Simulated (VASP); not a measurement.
# La (Im-3m) in VASP: a series of runs

La is run at these levels: PBE; tasks: single point.

All numbers are computed with VASP 6.6.1; they aren't measurements. Logs are shortened: lines on timing, memory, paths and dates and some standing lists are left out, and cuts for length are marked.

**1. The cell of the first run**

It takes space group Im-3m (No. 229, cubic). The conventional cell has a = 3.528 Å, b = 3.528 Å, c = 3.528 Å, α = 90.00°, β = 90.00°, γ = 90.00°. Within 4.0 Å of La (site symmetry m-3m) lie 14 La at 3.06 to 3.53 Å.

**2. Single point, PBE**

Input file INCAR:

```
ALGO = Normal ; EDIFF = 1E-6
ENCUT = 500 ; GGA = PE
GGA_COMPAT = F ; ISIF = 2
ISMEAR = 0 ; LASPH = T
LCHARG = T ; LELF = T
LMAXMIX = 6 ; LREAL = F
LVHAR = T ; LWAVE = F
NBANDS = 12 ; NELM = 200
PREC = Accurate ; SIGMA = 0.05
```

Input file KPOINTS:

```
k-points
0
Gamma
  7 7 7
```

Input file POSCAR:

```
La
1.0
    3.0551870275     -0.0000000169     -0.0000000293
   -1.0183956599      2.8804579589     -0.0000000293
   -1.0183956599     -1.4402289372      2.4945497913
La
1
Direct
    0.0000000000      0.0000000000      0.0000000000
```

Potentials or basis: VASP PAW PBE potentials, release 64 (La).

Command:

```
$ cat potpaw_PBE.64/La/POTCAR > POTCAR
$ mpirun -np 1 vasp_std > vasp.out
```

OUTCAR:

```text
EDIFF = 1E-6
   ENCUT = 500
   GGA = PE
   ISIF = 2
   ISMEAR = 0
   LASPH = T
   LREAL = F
   NELM = 200
   PREC = Accurate

 ion  position               nearest neighbor table
   1  0.000  0.000  0.000-

  LATTYP: Found a body centered cubic cell.
 ALAT       =     3.5278261055

  Lattice vectors:

 A1 = (   3.0551870275,  -0.0000000169,  -0.0000000293)
 A2 = (  -1.0183956599,   2.8804579589,  -0.0000000293)
 A3 = (  -1.0183956599,  -1.4402289372,   2.4945497913)

Analysis of symmetry for initial positions (statically):
=====================================================================
 Subroutine PRICEL returns:
 Original cell was already a primitive cell.

 Routine SETGRP: Setting up the symmetry group for a
 body centered cubic supercell.

 Subroutine GETGRP returns: Found 48 space group operations
[... 9 lines left out ...]

 Routine SETGRP: Setting up the symmetry group for a
 body centered cubic supercell.

 Subroutine GETGRP returns: Found 48 space group operations
[... 11 lines left out ...]
                                     Primitive cell

  volume of cell :      21.9529

  direct lattice vectors                    reciprocal lattice vectors
     3.055187028 -0.000000017 -0.000000029     0.327312207  0.115722340  0.200436967
    -1.018395660  2.880457959 -0.000000029     0.000000004  0.347167021  0.200436967
    -1.018395660 -1.440228937  2.494549791     0.000000004  0.000000005  0.400873943

  length of vectors
     3.055187028  3.055187028  3.055187027     0.400873943  0.400873943  0.400873943

  position of ions in fractional coordinates (direct lattice)
     0.000000000  0.000000000  0.000000000

  ion indices of the primitive-cell ions
   primitive index   ion index
                 1           1

----------------------------------------------------------------------------------------

 KPOINTS: k-points

Automatic generation of k-mesh.
 Grid dimensions read from file:
 generate k-points for:    7    7    7

 Generating k-lattice:

  Cartesian coordinates                     Fractional coordinates (reciprocal lattice)
     0.046758887  0.016531763  0.028633852     0.142857143  0.000000000  0.000000000
     0.000000001  0.049595289  0.028633852    -0.000000000  0.142857143  0.000000000
     0.000000001  0.000000001  0.057267706    -0.000000000  0.000000000  0.142857143

  Length of vectors
     0.057267706  0.057267706  0.057267706

  Shift w.r.t. Gamma in fractional coordinates (k-lattice)
     0.000000000  0.000000000  0.000000000

 Subroutine IBZKPT returns following result:
 ===========================================

 Found     20 irreducible k-points:

 Following reciprocal coordinates:
            Coordinates               Weight
  0.000000  0.000000  0.000000      1.000000
  0.142857 -0.000000 -0.000000     12.000000
  0.285714 -0.000000 -0.000000     12.000000
  0.428571 -0.000000 -0.000000     12.000000
  0.142857  0.142857 -0.000000     24.000000
  0.285714  0.142857 -0.000000     48.000000
[... 12 lines left out ...]
 -0.428571 -0.428571  0.285714      8.000000
 -0.428571  0.428571  0.428571      6.000000
   k-points           NKPTS =     20   k-points in BZ     NKDIM =     20   number of bands    NBANDS=     12
   number of dos      NEDOS =    301   number of ions     NIONS =      1
   total plane-waves  NPLWV =  13824
   dimension x,y,z NGX =    24 NGY =   24 NGZ =   24
   dimension x,y,z NGXF=    48 NGYF=   48 NGZF=   48
   ions per type =               1
   NGX,Y,Z   is equivalent  to a cutoff of  13.06, 13.06, 13.06 a.u.
   NGXF,Y,Z  is equivalent  to a cutoff of  26.12, 26.12, 26.12 a.u.
 SYSTEM =  unknown system
   PREC   = accura    normal or accurate (medium, high low for compatibility)
   ISTART =      0    job   : 0-new  1-cont  2-samecut
   ICHARG =      2    charge: 1-file 2-atom 10-const
   ISPIN  =      1    spin polarized calculation?
   LNONCOLLINEAR =      F non collinear calculations
   LSORBIT =      F    spin-orbit coupling
   LASPH  =      T    aspherical Exc in radial PAW
   ENCUT  =  500.0 eV  36.75 Ry    6.06 a.u.   5.57  5.57  5.57*2*pi/ulx,y,z
   NELM   =    200;   NELMIN=  2; NELMDL= -5     # of ELM steps
   EDIFF  = 0.1E-05   stopping-criterion for ELM
   LREAL  =      F    real-space projection
   EDIFFG = 0.1E-04   stopping-criterion for IOM
   NSW    =      0    number of steps for IOM
   IBRION =     -1    ionic relax: 0-MD 1-quasi-New 2-CG
   NFREE  =      0    steps in history (QN), initial steepest desc. (CG)
   ISIF   =      2    stress and relaxation
   ISYM   =      2    0-nonsym 1-usesym 2-fastsym
   POTIM  = 0.5000    time-step for ionic-motion
   TEBEG  =    0.0;   TEEND  =   0.0 temperature during run
   PSTRESS=    0.0 pullay stress
   NELECT =      11.0000    total number of electrons
   NUPDOWN=      -1.0000    fix difference up-down
   EMIN   =  10.00;   EMAX   =-10.00  energy-range for DOS
   EFERMI =   0.00;   METHOD = LEGACY
   ISMEAR =     0;   SIGMA  =   0.05  broadening in eV -4-tet -1-fermi 0-gaus
   EFERMI_NEDOS =   21; number of points for ismear=-14 and -15
   IALGO  =     38    algorithm
   IMIX   =      4    mixing-type and parameters
     AMIX     =   0.40;   BMIX     =  1.00
     AMIX_MAG =   1.60;   BMIX_MAG =  1.00
  volume/ion in A,a.u.               =      21.95       148.15
  Fermi-wavevector in a.u.,A,eV,Ry     =   1.300295  2.457201 23.004282  1.690767
  Thomas-Fermi vector in A             =   2.431503
   LORBIT       =      0    0 simple, 1 ext, 2 COOP (PROOUT), +10 PAW based schemes
   GGA     = PE    functional components
   LHFCALC =     F    Hartree Fock is set to
   AEXX    =    0.0000 exact exchange contribution
   IVDW    =     0    specifies the selected vdW correction
   LEPSILON=     F    determine dielectric tensor
   LRPA    =     F    only Hartree local field effects (RPA)
 non-spin polarized calculation
 Gauss-broadening in eV      SIGMA  =   0.05
  energy-cutoff  :      500.00
  volume of cell :       21.95
 maximum number of plane-waves:       569
 NGX is ok and might be reduce to    24
   NGX = 11   NGY = 11   NGZ = 11

 number of electron      10.9999999 magnetization

 Free energy of the ion-electron system (eV)
  ---------------------------------------------------
  ext. energy  EPLUGINS =         0.00000000
  ---------------------------------------------------
  free energy    TOTEN  =        -3.67292489 eV

  energy without entropy =       -3.67007047  energy(sigma->0) =       -3.67149768

 E-fermi :  14.1446     XC(G=0): -11.9242

 val. band max:       14.1149524282   @ k =   0.1429   0.1429   0.1429
 cond. band min:      14.2015098734   @ k =  -0.4286   0.4286   0.1429
 fundamental gap:      0.0865574452
 Fermi energy:        14.1445614113

 k-point     1 :       0.0000    0.0000    0.0000
  band No.  band energies     occupation
      1     -18.9033      2.00000
      2       0.5256      2.00000
      3       0.5256      2.00000
      4       0.5256      2.00000
      5      12.8866      2.00000
      6      15.9767      0.00000
      7      15.9767      0.00000
      8      15.9767      0.00000
      9      16.1255      0.00000
     10      16.1255      0.00000
     11      16.1255      0.00000
     12      18.1130      0.00000

 k-point     2 :       0.1429   -0.0000   -0.0000
  band No.  band energies     occupation
      1     -18.6878      2.00000
      2      -0.6513      2.00000
      3       0.1771      2.00000
      4       0.4901      2.00000
      5      13.6861      2.00000
      6      14.8427      0.00000
      7      15.1347      0.00000
      8      15.9120      0.00000
      9      16.5870      0.00000
     10      16.9967      0.00000
     11      17.0049      0.00000
     12      17.9382      0.00000

 k-point     3 :       0.2857   -0.0000   -0.0000
  band No.  band energies     occupation
      1     -18.1533      2.00000
      2      -2.8476      2.00000
      3      -0.5167      2.00000
      4       0.4063      2.00000
      5      12.5362      2.00000
      6      13.7859      2.00000
      7      15.9426      0.00000
      8      16.4213      0.00000
      9      17.0427      0.00000
     10      17.5353      0.00000
     11      17.7046      0.00000
     12      17.8647      0.00000

 k-point     4 :       0.4286   -0.0000   -0.0000
  band No.  band energies     occupation
      1     -17.6589      2.00000
      2      -4.3994      2.00000
      3      -1.0058      2.00000
      4       0.3353      2.00000
      5      11.6065      2.00000
      6      13.1892      2.00000
      7      16.1060      0.00000
      8      16.6649      0.00000
      9      17.2086      0.00000
     10      17.7496      0.00000
     11      17.9692      0.00000
     12      18.0204      0.00000

 k-point     5 :       0.1429    0.1429   -0.0000
  band No.  band energies     occupation
      1     -18.3103      2.00000
      2      -2.1388      2.00000
      3      -0.3330      2.00000
      4       0.2007      2.00000
      5      13.6216      2.00000
      6      14.1016      1.77579
      7      15.5061      0.00000
      8      15.9700      0.00000
      9      17.0411      0.00000
     10      17.2787      0.00000
     11      17.5012      0.00000
     12      17.9931      0.00000
[... 168 lines left out ...]
      1     -17.5283      2.00000
      2      -2.7345      2.00000
      3      -1.6587      2.00000
      4      -1.6587      2.00000
      5      11.8674      2.00000
      6      14.9479      0.00000
      7      16.2384      0.00000
      8      16.2384      0.00000
      9      16.3357      0.00000
     10      17.0108      0.00000
     11      17.8630      0.00000
     12      17.8630      0.00000

 k-point    18 :      -0.4286    0.4286    0.2857
  band No.  band energies     occupation
      1     -17.1312      2.00000
      2      -3.4978      2.00000
      3      -2.1820      2.00000
      4      -1.7865      2.00000
      5      11.4149      2.00000
      6      13.0134      2.00000
      7      16.0182      0.00000
      8      16.2757      0.00000
      9      17.0133      0.00000
     10      17.4885      0.00000
     11      18.0325      0.00000
     12      18.0738      0.00000

 k-point    19 :      -0.4286   -0.4286    0.2857
  band No.  band energies     occupation
      1     -16.9545      2.00000
      2      -3.1071      2.00000
      3      -3.1071      2.00000
      4      -1.7995      2.00000
      5      11.4769      2.00000
      6      11.4769      2.00000
      7      15.9458      0.00000
      8      16.8150      0.00000
      9      17.3231      0.00000
     10      17.3231      0.00000
     11      18.1747      0.00000
     12      18.1819      0.00000

 k-point    20 :      -0.4286    0.4286    0.4286
  band No.  band energies     occupation
      1     -16.8043      2.00000
      2      -2.9442      2.00000
      3      -2.7170      2.00000
      4      -2.7170      2.00000
      5      10.3342      2.00000
      6      10.8620      2.00000
      7      16.5181      0.00000
      8      17.1850      0.00000
      9      17.1850      0.00000
     10      17.2400      0.00000
     11      18.2212      0.00000
     12      18.2291      0.00000

------------------------ aborting loop because EDIFF is reached ----------------------------------------

  FORCE on cell =-STRESS in cart. coord.  units (eV):
  Direction    XX          YY          ZZ          XY          YZ          ZX
  --------------------------------------------------------------------------------------
  -------------------------------------------------------------------------------------
  Total        4.1206280      4.1206280      4.1206280     -0.0000000     -0.0000000     -0.0000000
  in kB      300.7339644    300.7339644    300.7339644     -0.0000000     -0.0000000     -0.0000000
  external PRESSURE =     300.7339644 kB  Pullay stress =       0.0000000 kB

 VOLUME and BASIS-vectors are now :
 -----------------------------------------------------------------------------
  energy-cutoff  :      500.00
  volume of cell :       21.95
      direct lattice vectors                 reciprocal lattice vectors
     3.055187028 -0.000000017 -0.000000029     0.327312207  0.115722340  0.200436967
    -1.018395660  2.880457959 -0.000000029     0.000000004  0.347167021  0.200436967
    -1.018395660 -1.440228937  2.494549791     0.000000004  0.000000005  0.400873943

 POSITION                                       TOTAL-FORCE (eV/Angst)
 -----------------------------------------------------------------------------------
      0.00000      0.00000      0.00000        -0.000000     -0.000000      0.000000
 -----------------------------------------------------------------------------------
    total drift:                               -0.000000     -0.000000      0.000000

  FREE ENERGIE OF THE ION-ELECTRON SYSTEM (eV)
  ---------------------------------------------------
  free  energy   TOTEN  =        -3.6729248948 eV

  energy  without entropy=       -3.6700704741  energy(sigma->0) =       -3.67149768
```

It took 14 s on 1 thread of Intel Xeon 8259CL, shared host; peak memory 0.15 GiB.

Results:

```yaml
Free_energy: -3.6729 eV
Pressure: 30.1 GPa
```

Caveat: spin-orbit coupling is left out, which moves the levels of the heavy elements.

**3. Single point, PBE**

This run uses another cell than the first one, of 25.03 Å³/atom, 1.140 times its volume.

Input file INCAR:

```
PREC = Accurate
ENCUT = 500
EDIFF = 1E-6
ISMEAR = 0
SIGMA = 0.05
LREAL = F
LASPH = T
NELM = 200
ALGO = Normal
ISIF = 2
LWAVE = F
LCHARG = F
GGA = PE
NBANDS = 12
GGA_COMPAT = F
LMAXMIX = 6
```

Input file KPOINTS:

```
Automatic mesh
0
Gamma
  7 7 7
```

Input file POSCAR:

```
La
1.0
    3.1915769027     -0.0000000177     -0.0000000306
   -1.0638589509      3.0090475667     -0.0000000306
   -1.0638589509     -1.5045237392      2.6059116594
La
1
Direct
    0.0000000000      0.0000000000      0.0000000000
```

Potentials or basis: VASP PAW PBE potentials, release 64 (La).

Command:

```
$ cat potpaw_PBE.64/La/POTCAR > POTCAR
$ mpirun -np 1 vasp_std > vasp.out
```

OUTCAR:

```text
PREC = Accurate
   ENCUT = 500
   EDIFF = 1E-6
   ISMEAR = 0
   LREAL = F
   LASPH = T
   NELM = 200
   ISIF = 2
   GGA = PE

 ion  position               nearest neighbor table
   1  0.000  0.000  0.000-

  LATTYP: Found a body centered cubic cell.
 ALAT       =     3.6853155678

  Lattice vectors:

 A1 = (   3.1915769027,  -0.0000000177,  -0.0000000306)
 A2 = (  -1.0638589509,   3.0090475667,  -0.0000000306)
 A3 = (  -1.0638589509,  -1.5045237392,   2.6059116594)

Analysis of symmetry for initial positions (statically):
=====================================================================
 Subroutine PRICEL returns:
 Original cell was already a primitive cell.

 Routine SETGRP: Setting up the symmetry group for a
 body centered cubic supercell.

 Subroutine GETGRP returns: Found 48 space group operations
 (whereof 48 operations were pure point group operations)
 out of a pool of 48 trial point group operations.

The static configuration has the point symmetry O_h .

Analysis of symmetry for dynamics (positions and initial velocities):
[... 163 lines left out ...]
      3      -1.9989      2.00000
      4      -1.9989      2.00000
      5      10.1975      2.00000
      6      14.1218      0.00000
      7      14.1218      0.00000
      8      14.1218      0.00000
      9      14.1616      0.00000
     10      14.1616      0.00000
     11      14.1616      0.00000
     12      15.7688      0.00000
[... 271 lines left out ...]
 k-point    20 :      -0.4286    0.4286    0.4286
  band No.  band energies     occupation
      1     -19.0962      2.00000
      2      -4.5752      2.00000
      3      -4.4071      2.00000
      4      -4.4071      2.00000
      5       9.1376      2.00000
      6       9.5449      2.00000
      7      14.5165      0.00000
      8      14.9743      0.00000
      9      14.9743      0.00000
     10      15.0126      0.00000
     11      15.8600      0.00000
     12      15.8606      0.00000

------------------------ aborting loop because EDIFF is reached ----------------------------------------

  FORCE on cell =-STRESS in cart. coord.  units (eV):
  Direction    XX          YY          ZZ          XY          YZ          ZX
  --------------------------------------------------------------------------------------
  -------------------------------------------------------------------------------------
  Total        3.1533482      3.1533482      3.1533482     -0.0000000     -0.0000000      0.0000000
  in kB      201.8777535    201.8777535    201.8777535     -0.0000000     -0.0000000      0.0000000
  external PRESSURE =     201.8777535 kB  Pullay stress =       0.0000000 kB

 VOLUME and BASIS-vectors are now :
 -----------------------------------------------------------------------------
  energy-cutoff  :      500.00
  volume of cell :       25.03
      direct lattice vectors                 reciprocal lattice vectors
     3.191576903 -0.000000018 -0.000000031     0.313324741  0.110777025  0.191871429
    -1.063858951  3.009047567 -0.000000031     0.000000004  0.332331074  0.191871429
    -1.063858951 -1.504523739  2.605911659     0.000000004  0.000000005  0.383742867

 POSITION                                       TOTAL-FORCE (eV/Angst)
 -----------------------------------------------------------------------------------
      0.00000      0.00000      0.00000         0.000000      0.000000      0.000000
 -----------------------------------------------------------------------------------
    total drift:                               -0.000000      0.000000      0.000000

  FREE ENERGIE OF THE ION-ELECTRON SYSTEM (eV)
  ---------------------------------------------------
  free  energy   TOTEN  =        -4.1477647762 eV

  energy  without entropy=       -4.1442167675  energy(sigma->0) =       -4.14599077
```

It took 14 s on 1 thread of Intel Xeon 8259CL, shared host; peak memory 0.14 GiB.

What came out:

```
Free energy : -4.1478 eV
Pressure    : 20.2 GPa
```

Levels at points of the mesh, in eV from the Fermi level:
```csv
k point,band 3,band 4,band 5,band 6,band 7,band 8
"(0.00, 0.00, 0.00)",-14.30,-14.30,-2.10,1.82,1.82,1.82
```

Caveat: spin-orbit coupling is left out, which moves the levels of the heavy elements.
